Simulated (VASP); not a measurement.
# GaAs (F-43m) in VASP: further runs

Runs on GaAs. Level: PBE. Tasks: single point.

All numbers are computed with VASP 6.6.1; they aren't measurements. Logs are shortened: lines on timing, memory, paths and dates and some standing lists are left out, and cuts for length are marked.

## Step 1: The cell of the first run

The structure is cubic, space group F-43m (No. 216). The conventional cell has a = 5.626 Å, b = 5.626 Å, c = 5.626 Å, α = 90.00°, β = 90.00°, γ = 90.00°. Within 3.2 Å of Ga (site symmetry -43m) lie 4 As at 2.44 Å. As (site symmetry -43m) has 4 Ga at 2.44 Å within 3.2 Å.

## Step 2: Single point, PBE (volume changed by -6%)

Input file INCAR:

```
SYSTEM = GaAs
ALGO = Normal
EDIFF = 1E-6
ENCUT = 520
GGA = PE
ISIF = 2
ISMEAR = 0
LASPH = .TRUE.
LCHARG = .TRUE.
LELF = .TRUE.
LREAL = .FALSE.
LVHAR = .TRUE.
LWAVE = .FALSE.
NBANDS = 16
NELM = 80
PREC = Accurate
SIGMA = 0.01
```

Input file KPOINTS:

```
k-points
0
G
  6 6 6
  0 0 0
```

Input file POSCAR:

```
GaAs
1.0
    0.0000000000      2.8131936010      2.8131936010
    2.8131936010      0.0000000000      2.8131936010
    2.8131936010      2.8131936010      0.0000000000
Ga As
1 1
Direct
    0.0000000000      0.0000000000      0.0000000000
    0.2500000000      0.2500000000      0.2500000000
```

Potentials or basis: VASP PAW PBE potentials, release 64 (Ga_d, As).

Launch:

```bash
> cat potpaw_PBE.64/Ga_d/POTCAR potpaw_PBE.64/As/POTCAR > POTCAR
> mpirun -np 1 vasp_std > vasp.out
```

OUTCAR:

```text
SYSTEM = GaAs
   EDIFF = 1E-6
   ENCUT = 520
   GGA = PE
   ISIF = 2
   ISMEAR = 0
   LASPH = .TRUE.
   LREAL = .FALSE.
   NELM = 80
   PREC = Accurate

 ion  position               nearest neighbor table
   1  0.000  0.000  0.000-   2 2.44   2 2.44   2 2.44   2 2.44
   2  0.250  0.250  0.250-   1 2.44   1 2.44   1 2.44   1 2.44

  LATTYP: Found a face centered cubic cell.
 ALAT       =     5.6263872020

  Lattice vectors:

 A1 = (   0.0000000000,   2.8131936010,   2.8131936010)
 A2 = (   2.8131936010,   0.0000000000,   2.8131936010)
 A3 = (   2.8131936010,   2.8131936010,   0.0000000000)

Analysis of symmetry for initial positions (statically):
=====================================================================
 Subroutine PRICEL returns:
 Original cell was already a primitive cell.

 Routine SETGRP: Setting up the symmetry group for a
 face centered cubic supercell.

 Subroutine GETGRP returns: Found 24 space group operations
 (whereof 24 operations were pure point group operations)
 out of a pool of 48 trial point group operations.

The static configuration has the point symmetry T_d .

Analysis of symmetry for dynamics (positions and initial velocities):
=====================================================================
 Subroutine PRICEL returns:
 Original cell was already a primitive cell.

 Routine SETGRP: Setting up the symmetry group for a
 face centered cubic supercell.

 Subroutine GETGRP returns: Found 24 space group operations
 (whereof 24 operations were pure point group operations)
 out of a pool of 48 trial point group operations.

The dynamic configuration has the point symmetry T_d .

 Subroutine INISYM returns: Found 24 space group operations
 (whereof 24 operations are pure point group operations),
 and found     1 'primitive' translations

----------------------------------------------------------------------------------------

                                     Primitive cell

  volume of cell :      44.5276

  direct lattice vectors                    reciprocal lattice vectors
     0.000000000  2.813193601  2.813193601    -0.177733946  0.177733946  0.177733946
     2.813193601  0.000000000  2.813193601     0.177733946 -0.177733946  0.177733946
     2.813193601  2.813193601  0.000000000     0.177733946  0.177733946 -0.177733946

  length of vectors
     3.978456544  3.978456544  3.978456544     0.307844225  0.307844225  0.307844225

  position of ions in fractional coordinates (direct lattice)
     0.000000000  0.000000000  0.000000000
     0.250000000  0.250000000  0.250000000

  ion indices of the primitive-cell ions
   primitive index   ion index
                 1           1
                 2           2

----------------------------------------------------------------------------------------

 KPOINTS: k-points

Automatic generation of k-mesh.
 Grid dimensions read from file:
 generate k-points for:    6    6    6

 Generating k-lattice:

  Cartesian coordinates                     Fractional coordinates (reciprocal lattice)
    -0.029622324  0.029622324  0.029622324     0.166666667  0.000000000  0.000000000
     0.029622324 -0.029622324  0.029622324     0.000000000  0.166666667  0.000000000
     0.029622324  0.029622324 -0.029622324     0.000000000  0.000000000  0.166666667

  Length of vectors
     0.051307371  0.051307371  0.051307371

  Shift w.r.t. Gamma in fractional coordinates (k-lattice)
     0.000000000  0.000000000  0.000000000

 Subroutine IBZKPT returns following result:
 ===========================================

 Found     16 irreducible k-points:

 Following reciprocal coordinates:
            Coordinates               Weight
  0.000000  0.000000  0.000000      1.000000
  0.166667  0.000000  0.000000      8.000000
  0.333333  0.000000  0.000000      8.000000
  0.500000  0.000000  0.000000      4.000000
  0.166667  0.166667  0.000000      6.000000
  0.333333  0.166667  0.000000     24.000000
[... 8 lines left out ...]
 -0.333333  0.333333  0.166667     24.000000
 -0.333333  0.500000  0.166667     12.000000
   k-points           NKPTS =     16   k-points in BZ     NKDIM =     16   number of bands    NBANDS=     16
   number of dos      NEDOS =    301   number of ions     NIONS =      2
   total plane-waves  NPLWV =  27000
   dimension x,y,z NGX =    30 NGY =   30 NGZ =   30
   dimension x,y,z NGXF=    60 NGYF=   60 NGZF=   60
   ions per type =               1   1
   NGX,Y,Z   is equivalent  to a cutoff of  12.54, 12.54, 12.54 a.u.
   NGXF,Y,Z  is equivalent  to a cutoff of  25.07, 25.07, 25.07 a.u.
 SYSTEM =  GaAs
   PREC   = accura    normal or accurate (medium, high low for compatibility)
   ISTART =      0    job   : 0-new  1-cont  2-samecut
   ICHARG =      2    charge: 1-file 2-atom 10-const
   ISPIN  =      1    spin polarized calculation?
   LNONCOLLINEAR =      F non collinear calculations
   LSORBIT =      F    spin-orbit coupling
   LASPH  =      T    aspherical Exc in radial PAW
   ENCUT  =  520.0 eV  38.22 Ry    6.18 a.u.   7.40  7.40  7.40*2*pi/ulx,y,z
   NELM   =     80;   NELMIN=  2; NELMDL= -5     # of ELM steps
   EDIFF  = 0.1E-05   stopping-criterion for ELM
   LREAL  =      F    real-space projection
   EDIFFG = 0.1E-04   stopping-criterion for IOM
   NSW    =      0    number of steps for IOM
   IBRION =     -1    ionic relax: 0-MD 1-quasi-New 2-CG
   NFREE  =      0    steps in history (QN), initial steepest desc. (CG)
   ISIF   =      2    stress and relaxation
   ISYM   =      2    0-nonsym 1-usesym 2-fastsym
   POTIM  = 0.5000    time-step for ionic-motion
   TEBEG  =    0.0;   TEEND  =   0.0 temperature during run
   PSTRESS=    0.0 pullay stress
   NELECT =      18.0000    total number of electrons
   NUPDOWN=      -1.0000    fix difference up-down
   EMIN   =  10.00;   EMAX   =-10.00  energy-range for DOS
   EFERMI =   0.00;   METHOD = LEGACY
   ISMEAR =     0;   SIGMA  =   0.01  broadening in eV -4-tet -1-fermi 0-gaus
   EFERMI_NEDOS =   21; number of points for ismear=-14 and -15
   IALGO  =     38    algorithm
   IMIX   =      4    mixing-type and parameters
     AMIX     =   0.40;   BMIX     =  1.00
     AMIX_MAG =   1.60;   BMIX_MAG =  1.00
  volume/ion in A,a.u.               =      22.26       150.24
  Fermi-wavevector in a.u.,A,eV,Ry     =   1.210476  2.287467 19.935953  1.465251
  Thomas-Fermi vector in A             =   2.346021
   LORBIT       =      0    0 simple, 1 ext, 2 COOP (PROOUT), +10 PAW based schemes
   GGA     = PE    functional components
   LHFCALC =     F    Hartree Fock is set to
   AEXX    =    0.0000 exact exchange contribution
   IVDW    =     0    specifies the selected vdW correction
   LEPSILON=     F    determine dielectric tensor
   LRPA    =     F    only Hartree local field effects (RPA)
 non-spin polarized calculation
 Gauss-broadening in eV      SIGMA  =   0.01
  energy-cutoff  :      520.00
  volume of cell :       44.53
 maximum number of plane-waves:      1243
 NGX is ok and might be reduce to    30
   NGX = 15   NGY = 15   NGZ = 15

 number of electron      18.0000006 magnetization

 Free energy of the ion-electron system (eV)
  ---------------------------------------------------
  ext. energy  EPLUGINS =         0.00000000
  ---------------------------------------------------
  free energy    TOTEN  =        -8.21063679 eV

  energy without entropy =       -8.21063679  energy(sigma->0) =       -8.21063679

 E-fermi :   4.1367     XC(G=0):  -9.6491

 val. band max:        4.0780841139   @ k =   0.0000   0.0000   0.0000
 cond. band min:       4.7063794830   @ k =   0.0000   0.0000   0.0000
 fundamental gap:      0.6282953691
 Fermi energy:         4.1367063147

 k-point     1 :       0.0000    0.0000    0.0000
  band No.  band energies     occupation
      1     -10.7674      2.00000
      2     -10.7674      2.00000
      3     -10.7674      2.00000
      4     -10.6848      2.00000
      5     -10.6848      2.00000
      6      -8.7536      2.00000
[... 8 lines left out ...]
     15      14.2316      0.00000
     16      14.2316      0.00000

 k-point     2 :       0.1667    0.0000    0.0000
  band No.  band energies     occupation
      1     -10.7913      2.00000
      2     -10.7611      2.00000
      3     -10.7611      2.00000
      4     -10.6850      2.00000
      5     -10.6850      2.00000
      6      -8.4260      2.00000
[... 8 lines left out ...]
     15      13.1351      0.00000
     16      13.1351      0.00000

 k-point     3 :       0.3333    0.0000    0.0000
  band No.  band energies     occupation
      1     -10.8328      2.00000
      2     -10.7508      2.00000
      3     -10.7508      2.00000
      4     -10.6831      2.00000
      5     -10.6831      2.00000
      6      -7.5788      2.00000
[... 8 lines left out ...]
     15      13.7733      0.00000
     16      13.7733      0.00000

 k-point     4 :       0.5000    0.0000    0.0000
  band No.  band energies     occupation
      1     -10.8513      2.00000
      2     -10.7471      2.00000
      3     -10.7471      2.00000
      4     -10.6807      2.00000
      5     -10.6807      2.00000
      6      -6.9420      2.00000
[... 8 lines left out ...]
     15      16.0142      0.00000
     16      16.0142      0.00000

 k-point     5 :       0.1667    0.1667    0.0000
  band No.  band energies     occupation
      1     -10.8040      2.00000
      2     -10.7549      2.00000
      3     -10.7549      2.00000
      4     -10.6904      2.00000
      5     -10.6814      2.00000
      6      -8.3170      2.00000
[... 8 lines left out ...]
     15      13.7956      0.00000
     16      14.6820      0.00000

 k-point     6 :       0.3333    0.1667    0.0000
  band No.  band energies     occupation
      1     -10.8360      2.00000
      2     -10.7459      2.00000
      3     -10.7433      2.00000
      4     -10.6934      2.00000
      5     -10.6788      2.00000
      6      -7.6309      2.00000
[... 8 lines left out ...]
     15      14.8972      0.00000
     16      15.0388      0.00000

 k-point     7 :       0.5000    0.1667    0.0000
  band No.  band energies     occupation
      1     -10.8557      2.00000
      2     -10.7428      2.00000
      3     -10.7385      2.00000
      4     -10.6888      2.00000
      5     -10.6793      2.00000
      6      -6.8089      2.00000
[... 8 lines left out ...]
     15      15.7278      0.00000
     16      16.0330      0.00000

 k-point     8 :      -0.3333    0.1667    0.0000
  band No.  band energies     occupation
      1     -10.8487      2.00000
      2     -10.7442      2.00000
      3     -10.7426      2.00000
      4     -10.6852      2.00000
      5     -10.6835      2.00000
      6      -7.0426      2.00000
[... 8 lines left out ...]
     15      14.1509      0.00000
     16      15.9144      0.00000

 k-point     9 :      -0.1667    0.1667    0.0000
  band No.  band energies     occupation
      1     -10.8196      2.00000
      2     -10.7539      2.00000
      3     -10.7505      2.00000
      4     -10.6879      2.00000
      5     -10.6827      2.00000
      6      -7.9180      2.00000
[... 8 lines left out ...]
     15      14.0095      0.00000
     16      14.7786      0.00000

 k-point    10 :       0.3333    0.3333    0.0000
  band No.  band energies     occupation
      1     -10.8604      2.00000
      2     -10.7292      2.00000
      3     -10.7292      2.00000
      4     -10.7044      2.00000
      5     -10.6748      2.00000
      6      -7.1593      2.00000
[... 8 lines left out ...]
     15      16.0051      0.00000
     16      17.2696      0.00000

 k-point    11 :       0.5000    0.3333    0.0000
  band No.  band energies     occupation
      1     -10.8728      2.00000
      2     -10.7271      2.00000
      3     -10.7227      2.00000
      4     -10.7036      2.00000
      5     -10.6749      2.00000
      6      -6.4461      2.00000
[... 8 lines left out ...]
     15      16.4196      0.00000
     16      17.0832      0.00000

 k-point    12 :      -0.3333    0.3333    0.0000
  band No.  band energies     occupation
      1     -10.8652      2.00000
      2     -10.7358      2.00000
      3     -10.7282      2.00000
      4     -10.6935      2.00000
      5     -10.6814      2.00000
      6      -6.3778      2.00000
[... 8 lines left out ...]
     15      13.7652      0.00000
     16      18.4579      0.00000

 k-point    13 :       0.5000    0.5000    0.0000
  band No.  band energies     occupation
      1     -10.8838      2.00000
      2     -10.7158      2.00000
      3     -10.7158      2.00000
      4     -10.7120      2.00000
      5     -10.6714      2.00000
      6      -6.1816      2.00000
[... 8 lines left out ...]
     15      17.5016      0.00000
     16      17.5018      0.00000

 k-point    14 :       0.5000    0.3333    0.1667
  band No.  band energies     occupation
      1     -10.8571      2.00000
      2     -10.7389      2.00000
      3     -10.7318      2.00000
      4     -10.6958      2.00000
      5     -10.6785      2.00000
      6      -6.8994      2.00000
[... 8 lines left out ...]
     15      15.2759      0.00000
     16      17.3031      0.00000

 k-point    15 :      -0.3333    0.3333    0.1667
  band No.  band energies     occupation
      1     -10.8649      2.00000
      2     -10.7383      2.00000
      3     -10.7266      2.00000
      4     -10.6932      2.00000
      5     -10.6811      2.00000
      6      -6.3767      2.00000
[... 8 lines left out ...]
     15      16.3363      0.00000
     16      16.8960      0.00000

 k-point    16 :      -0.3333    0.5000    0.1667
  band No.  band energies     occupation
      1     -10.8741      2.00000
      2     -10.7298      2.00000
      3     -10.7203      2.00000
      4     -10.7005      2.00000
      5     -10.6774      2.00000
      6      -6.1357      2.00000
[... 8 lines left out ...]
     15      16.3837      0.00000
     16      17.5059      0.00000

------------------------ aborting loop because EDIFF is reached ----------------------------------------

  FORCE on cell =-STRESS in cart. coord.  units (eV):
  Direction    XX          YY          ZZ          XY          YZ          ZX
  --------------------------------------------------------------------------------------
  -------------------------------------------------------------------------------------
  Total        1.2764906      1.2764906      1.2764906      0.0000000      0.0000000     -0.0000000
  in kB       45.9303058     45.9303058     45.9303058      0.0000000      0.0000000     -0.0000000
  external PRESSURE =      45.9303058 kB  Pullay stress =       0.0000000 kB

 VOLUME and BASIS-vectors are now :
 -----------------------------------------------------------------------------
  energy-cutoff  :      520.00
  volume of cell :       44.53
      direct lattice vectors                 reciprocal lattice vectors
     0.000000000  2.813193601  2.813193601    -0.177733946  0.177733946  0.177733946
     2.813193601  0.000000000  2.813193601     0.177733946 -0.177733946  0.177733946
     2.813193601  2.813193601  0.000000000     0.177733946  0.177733946 -0.177733946

 POSITION                                       TOTAL-FORCE (eV/Angst)
 -----------------------------------------------------------------------------------
      0.00000      0.00000      0.00000         0.000000      0.000000      0.000000
      1.40660      1.40660      1.40660        -0.000000     -0.000000     -0.000000
 -----------------------------------------------------------------------------------
    total drift:                                0.000001      0.000001      0.000002

  FREE ENERGIE OF THE ION-ELECTRON SYSTEM (eV)
  ---------------------------------------------------
  free  energy   TOTEN  =        -8.2106367945 eV

  energy  without entropy=       -8.2106367945  energy(sigma->0) =       -8.21063679
```

It took 23 s on 1 thread of Intel Xeon Platinum 8259CL at 2.50GHz (Skylake/Cascade Lake), shared host; peak memory 0.16 GiB.

What came out:

```yaml
Free_energy: -8.2106 eV
Pressure: 4.6 GPa
Band_gap_on_the_k_mesh: 0.63 eV, direct
```

(Continued in part 2 of 2.)
